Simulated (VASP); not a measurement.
# Cr (P6_3/mmc) in VASP: further runs, part 2 of 2

VASP 6.6.1. Earlier steps stand in the parts before.

### 4 Single point, LDA (volume scaled by 0.92)

The input, INCAR:

```
ALGO = Normal
EDIFF = 1E-7
ENCUT = 520
ISIF = 2
ISMEAR = -1
LASPH = True
LCHARG = True
LELF = True
LREAL = False
LVHAR = True
LWAVE = False
NBANDS = 19
NELM = 60
PREC = Accurate
SIGMA = 0.1
```

The input, KPOINTS:

```
k-points
0
Gamma
  17 17 8
```

The input, POSCAR:

```
Cr
1.0
    2.3692344002      0.0000000000      0.0000000000
   -1.1846172001      2.0518171781      0.0000000000
    0.0000000000      0.0000000000      4.2262840475
Cr
2
Direct
    0.3333333333      0.6666666667      0.2500000000
    0.6666666667      0.3333333333      0.7500000000
```

Potentials or basis: VASP PAW LDA potentials, release 64 (Cr_pv).

Command:

```console
cat potpaw_LDA.64/Cr_pv/POTCAR > POTCAR
mpirun -np 1 vasp_std > vasp.out
```

OUTCAR:

```text
EDIFF = 1E-7
   ENCUT = 520
   ISIF = 2
   ISMEAR = -1
   LASPH = True
   LREAL = False
   NELM = 60
   PREC = Accurate

 ion  position               nearest neighbor table
   1  0.333  0.667  0.250-   2 2.52   2 2.52   2 2.52   2 2.52   2 2.52   2 2.52
   2  0.667  0.333  0.750-   1 2.52   1 2.52   1 2.52   1 2.52   1 2.52   1 2.52

  LATTYP: Found a hexagonal cell.
 ALAT       =     2.3692344002
 C/A-ratio  =     1.7838184551

  Lattice vectors:

 A1 = (   2.3692344002,   0.0000000000,   0.0000000000)
 A2 = (  -1.1846172001,   2.0518171781,   0.0000000000)
 A3 = (   0.0000000000,   0.0000000000,   4.2262840475)

Analysis of symmetry for initial positions (statically):
=====================================================================
 Subroutine PRICEL returns:
 Original cell was already a primitive cell.

 Routine SETGRP: Setting up the symmetry group for a
 hexagonal supercell.

 Subroutine GETGRP returns: Found 24 space group operations
 (whereof 12 operations were pure point group operations)
 out of a pool of 24 trial point group operations.

The static configuration has the point symmetry D_3d.
 The point group associated with its full space group is D_6h.

Analysis of symmetry for dynamics (positions and initial velocities):
=====================================================================
 Subroutine PRICEL returns:
 Original cell was already a primitive cell.

 Routine SETGRP: Setting up the symmetry group for a
 hexagonal supercell.

 Subroutine GETGRP returns: Found 24 space group operations
 (whereof 12 operations were pure point group operations)
 out of a pool of 24 trial point group operations.

The dynamic configuration has the point symmetry D_3d.
 The point group associated with its full space group is D_6h.

 Subroutine INISYM returns: Found 24 space group operations
 (whereof 12 operations are pure point group operations),
 and found     1 'primitive' translations

----------------------------------------------------------------------------------------

                                     Primitive cell

  volume of cell :      20.5450

  direct lattice vectors                    reciprocal lattice vectors
     2.369234400  0.000000000  0.000000000     0.422077275  0.243686428  0.000000000
    -1.184617200  2.051817178  0.000000000     0.000000000  0.487372857  0.000000000
     0.000000000  0.000000000  4.226284048     0.000000000  0.000000000  0.236614479

  length of vectors
     2.369234400  2.369234400  4.226284048     0.487372857  0.487372857  0.236614479

  position of ions in fractional coordinates (direct lattice)
     0.333333333  0.666666667  0.250000000
     0.666666667  0.333333333  0.750000000

  ion indices of the primitive-cell ions
   primitive index   ion index
                 1           1
                 2           2

----------------------------------------------------------------------------------------

 KPOINTS: k-points

Automatic generation of k-mesh.
 Grid dimensions read from file:
 generate k-points for:   17   17    8

 Generating k-lattice:

  Cartesian coordinates                     Fractional coordinates (reciprocal lattice)
     0.024828075  0.014334496  0.000000000     0.058823529  0.000000000  0.000000000
     0.000000000  0.028668992  0.000000000     0.000000000  0.058823529  0.000000000
     0.000000000  0.000000000  0.029576810     0.000000000  0.000000000  0.125000000

  Length of vectors
     0.028668992  0.028668992  0.029576810

  Shift w.r.t. Gamma in fractional coordinates (k-lattice)
     0.000000000  0.000000000  0.000000000

 Subroutine IBZKPT returns following result:
 ===========================================

 Found    165 irreducible k-points:

 Following reciprocal coordinates:
            Coordinates               Weight
  0.000000  0.000000  0.000000      1.000000
  0.058824  0.000000  0.000000      6.000000
  0.117647  0.000000  0.000000      6.000000
  0.176471  0.000000  0.000000      6.000000
  0.235294  0.000000  0.000000      6.000000
  0.294118  0.000000  0.000000      6.000000
[... 16 lines left out ...]
  0.411765  0.117647  0.000000     12.000000
  0.176471  0.176471  0.000000      6.000000
 [... further k-points ...]
   k-points           NKPTS =    165   k-points in BZ     NKDIM =    165   number of bands    NBANDS=     19
   number of dos      NEDOS =    301   number of ions     NIONS =      2
   total plane-waves  NPLWV =  10368
   dimension x,y,z NGX =    18 NGY =   18 NGZ =   32
   dimension x,y,z NGXF=    36 NGYF=   36 NGZF=   64
   ions per type =               2
   NGX,Y,Z   is equivalent  to a cutoff of  12.63, 12.63, 12.59 a.u.
   NGXF,Y,Z  is equivalent  to a cutoff of  25.26, 25.26, 25.18 a.u.
 SYSTEM =  unknown system
   PREC   = accura    normal or accurate (medium, high low for compatibility)
   ISTART =      0    job   : 0-new  1-cont  2-samecut
   ICHARG =      2    charge: 1-file 2-atom 10-const
   ISPIN  =      1    spin polarized calculation?
   LNONCOLLINEAR =      F non collinear calculations
   LSORBIT =      F    spin-orbit coupling
   LASPH  =      T    aspherical Exc in radial PAW
   ENCUT  =  520.0 eV  38.22 Ry    6.18 a.u.   4.41  4.41  7.86*2*pi/ulx,y,z
   NELM   =     60;   NELMIN=  2; NELMDL= -5     # of ELM steps
   EDIFF  = 0.1E-06   stopping-criterion for ELM
   LREAL  =      F    real-space projection
   EDIFFG = 0.1E-05   stopping-criterion for IOM
   NSW    =      0    number of steps for IOM
   IBRION =     -1    ionic relax: 0-MD 1-quasi-New 2-CG
   NFREE  =      0    steps in history (QN), initial steepest desc. (CG)
   ISIF   =      2    stress and relaxation
   ISYM   =      2    0-nonsym 1-usesym 2-fastsym
   POTIM  = 0.5000    time-step for ionic-motion
   TEBEG  =    0.0;   TEEND  =   0.0 temperature during run
   PSTRESS=    0.0 pullay stress
   NELECT =      24.0000    total number of electrons
   NUPDOWN=      -1.0000    fix difference up-down
   EMIN   =  10.00;   EMAX   =-10.00  energy-range for DOS
   EFERMI =   0.00;   METHOD = LEGACY
   ISMEAR =    -1;   SIGMA  =   0.10  broadening in eV -4-tet -1-fermi 0-gaus
   EFERMI_NEDOS =   21; number of points for ismear=-14 and -15
   IALGO  =     38    algorithm
   IMIX   =      4    mixing-type and parameters
     AMIX     =   0.40;   BMIX     =  1.00
     AMIX_MAG =   1.60;   BMIX_MAG =  1.00
  volume/ion in A,a.u.               =      10.27        69.32
  Fermi-wavevector in a.u.,A,eV,Ry     =   1.724157  3.258184 40.446271  2.972717
  Thomas-Fermi vector in A             =   2.799899
   LORBIT       =      0    0 simple, 1 ext, 2 COOP (PROOUT), +10 PAW based schemes
   GGA     = CA    functional components
   LHFCALC =     F    Hartree Fock is set to
   AEXX    =    0.0000 exact exchange contribution
   IVDW    =     0    specifies the selected vdW correction
   LEPSILON=     F    determine dielectric tensor
   LRPA    =     F    only Hartree local field effects (RPA)
 non-spin polarized calculation
  energy-cutoff  :      520.00
  volume of cell :       20.54
 maximum number of plane-waves:       592
 NGX is ok and might be reduce to    18
   NGX =  9   NGY =  9   NGZ = 15

 number of electron      24.0000013 magnetization

 Free energy of the ion-electron system (eV)
  ---------------------------------------------------
  ext. energy  EPLUGINS =         0.00000000
  ---------------------------------------------------
  free energy    TOTEN  =       -20.32115234 eV

  energy without entropy =      -20.22679942  energy(sigma->0) =      -20.27397588

 E-fermi :  12.3738     XC(G=0): -14.6781

 val. band max:       12.3736398021   @ k =   0.3529   0.0000   0.3750
 cond. band min:      12.3773847942   @ k =   0.4706   0.0000   0.2500
 fundamental gap:      0.0037449921
 Fermi energy:        12.3738436260

 k-point     1 :       0.0000    0.0000    0.0000
  band No.  band energies     occupation
      1     -30.7085      2.00000
      2     -29.5834      2.00000
      3     -29.4064      2.00000
      4     -29.4064      2.00000
      5     -29.3024      2.00000
      6     -29.3024      2.00000
[... 11 lines left out ...]
     18      15.0063      0.00000
     19      18.2411      0.00000

 k-point     2 :       0.0588    0.0000    0.0000
  band No.  band energies     occupation
      1     -30.6926      2.00000
      2     -29.5848      2.00000
      3     -29.4533      2.00000
      4     -29.4190      2.00000
      5     -29.3503      2.00000
      6     -29.3105      2.00000
[... 476 lines left out ...]
 k-point    24 :       0.1765    0.1765    0.0000
  band No.  band energies     occupation
      1     -30.3514      2.00000
      2     -30.2074      2.00000
      3     -30.1961      2.00000
      4     -29.6928      2.00000
      5     -29.6488      2.00000
      6     -29.5791      2.00000
[... 11 lines left out ...]
     18      18.2406      0.00000
     19      18.2418      0.00000

 [... further k-points ...]
[... 5 lines left out ...]
  --------------------------------------------------------------------------------------
  -------------------------------------------------------------------------------------
  Total        3.6362066      3.6362066      3.2842784      0.0000000     -0.0000000      0.0000000
  in kB      283.5657430    283.5657430    256.1209923      0.0000000     -0.0000000      0.0000000
  external PRESSURE =     274.4174928 kB  Pullay stress =       0.0000000 kB

 VOLUME and BASIS-vectors are now :
 -----------------------------------------------------------------------------
  energy-cutoff  :      520.00
  volume of cell :       20.54
      direct lattice vectors                 reciprocal lattice vectors
     2.369234400  0.000000000  0.000000000     0.422077275  0.243686428  0.000000000
    -1.184617200  2.051817178  0.000000000     0.000000000  0.487372857  0.000000000
     0.000000000  0.000000000  4.226284048     0.000000000  0.000000000  0.236614479

 POSITION                                       TOTAL-FORCE (eV/Angst)
 -----------------------------------------------------------------------------------
     -0.00000      1.36788      1.05657         0.000000      0.000000      0.000000
      1.18462      0.68394      3.16971        -0.000000     -0.000000      0.000000
 -----------------------------------------------------------------------------------
    total drift:                               -0.000000      0.000000     -0.000000

  FREE ENERGIE OF THE ION-ELECTRON SYSTEM (eV)
  ---------------------------------------------------
  free  energy   TOTEN  =       -20.3211523417 eV

  energy  without entropy=      -20.2267994222  energy(sigma->0) =      -20.27397588
```

OSZICAR:

```text
N       E                     dE             d eps       ncg     rms          rms(c)
DAV:   1     0.236637907702E+03    0.23664E+03   -0.14430E+04  6286   0.164E+03
DAV:   2    -0.152204758396E+02   -0.25186E+03   -0.24628E+03  6357   0.445E+02
DAV:   3    -0.229493350209E+02   -0.77289E+01   -0.76408E+01  6666   0.941E+01
DAV:   4    -0.230611557171E+02   -0.11182E+00   -0.11163E+00  9100   0.986E+00
DAV:   5    -0.230626308991E+02   -0.14752E-02   -0.14742E-02  6597   0.111E+00    0.169E+01
DAV:   6    -0.203896513123E+02    0.26730E+01   -0.11818E+01  6417   0.396E+01    0.169E+00
DAV:   7    -0.203481377692E+02    0.41514E-01   -0.24662E-01  6687   0.406E+00    0.922E-01
DAV:   8    -0.203216093793E+02    0.26528E-01   -0.19081E-02  8192   0.168E+00    0.232E-01
DAV:   9    -0.203211656204E+02    0.44376E-03   -0.22754E-03  6970   0.417E-01    0.700E-02
DAV:  10    -0.203211497538E+02    0.15867E-04   -0.17624E-04  7783   0.147E-01    0.196E-02
DAV:  11    -0.203211522321E+02   -0.24783E-05   -0.17342E-05  6948   0.435E-02    0.630E-03
DAV:  12    -0.203211523406E+02   -0.10853E-06   -0.16391E-06  7100   0.144E-02    0.597E-04
DAV:  13    -0.203211523417E+02   -0.10737E-08   -0.29505E-08  3854   0.216E-03
   1 F= -.20321152E+02 E0= -.20273976E+02  d E =-.943529E-01
```

It took 36 s on 1 thread of Intel Xeon Platinum 8488C (Sapphire Rapids), shared host; peak memory 0.16 GiB.

Results:

| Property | Result |
| --- | --- |
| Free energy | -20.3212 eV |
| Pressure | 27.4 GPa |
| Band gap on the k mesh | zero (band 12 reaches 13.47 eV, above the bottom of band 13 at 11.90 eV) |

Stress tensor (GPa, compression positive):
```
28.36  0.00  0.00
 0.00 28.36  0.00
 0.00  0.00 25.61
```

Caveat: the run has no spin polarisation, though such a crystal can be magnetic.
